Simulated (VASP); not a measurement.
The system is Si.

```
Si
1.0
     2.51470    0.00000    0.00000
     0.00000    4.30327    0.00000
     0.00000    0.00000    2.42446
Si
2
Direct
  0.50000 0.50000 0.09692
  0.00000 0.00000 0.90308
```

| Property | Result |
| --- | --- |
| Program | VASP 6.6.1 |
| Task | relaxation of cell and atoms |
| Functional | PBE |
| Potentials or basis | VASP PAW PBE potentials, release 64 (Si) |
| Cutoff | 500 eV |
| k mesh | 6 × 4 × 8 |
| Occupations | gaussian, width 0.1 eV |
| Spin | no spin polarisation |

At the start: pressure 17.4 GPa; volume 13.12 Å³/atom.

Q: How do energy, volume and symmetry change on relaxing?

A: Over 18 steps the energy falls by 156.9 meV/atom and the volume is 14.93 Å³/atom (+13.8 %); space group Pmmn (No. 59, to 0.1 Å) before, Cmmm (No. 65, to 0.1 Å).

The path:
| step | energy change (eV) | largest force (eV/Å) | pressure (GPa) | volume (Å³) |
| --- | --- | --- | --- | --- |
| 1 | 0.0000 | 0.3638 | 17.43 | 26.24 |
| 2 | -0.1613 | 0.3436 | -6.56 | 32.01 |
| 3 | -0.2061 | 0.3714 | -1.10 | 29.96 |
| 4 | -0.2298 | 0.3520 | -0.51 | 29.90 |
| 5 | -0.2301 | 0.3482 | -0.39 | 29.89 |
| 6 | -0.2473 | 0.3312 | 0.39 | 29.75 |
| 7 | -0.2497 | 0.3190 | 0.86 | 29.67 |
| 8 | -0.2682 | 0.2820 | 0.23 | 29.78 |
| 9 | -0.2906 | 0.1734 | -0.81 | 30.04 |
| 10 | -0.3057 | 0.1083 | -0.39 | 29.92 |
| 11 | -0.3071 | 0.0852 | -0.16 | 29.87 |
| 12 | -0.3115 | 0.0565 | 0.38 | 29.76 |
| 13 | -0.3116 | 0.0526 | 0.46 | 29.75 |
| 14 | -0.3131 | 0.0377 | 0.02 | 29.85 |
| 15 | -0.3131 | 0.0396 | 0.08 | 29.83 |
| 16 | -0.3136 | 0.0321 | -0.16 | 29.88 |
| 17 | -0.3136 | 0.0322 | -0.16 | 29.88 |
| 18 | -0.3138 | 0.0279 | -0.02 | 29.85 |

Final structure:
```
CELL_PARAMETERS angstrom
2.56055 0.00000 0.00000
0.00000 4.63516 0.00000
0.00000 0.00000 2.51506
ATOMIC_POSITIONS crystal
Si 0.50000 0.50000 0.00644
Si 0.00000 0.00000 0.99356
```

Caveat: the k points lie up to 0.41 Å⁻¹ apart in the final cell, too coarse for converged energies and pressures of a metal.
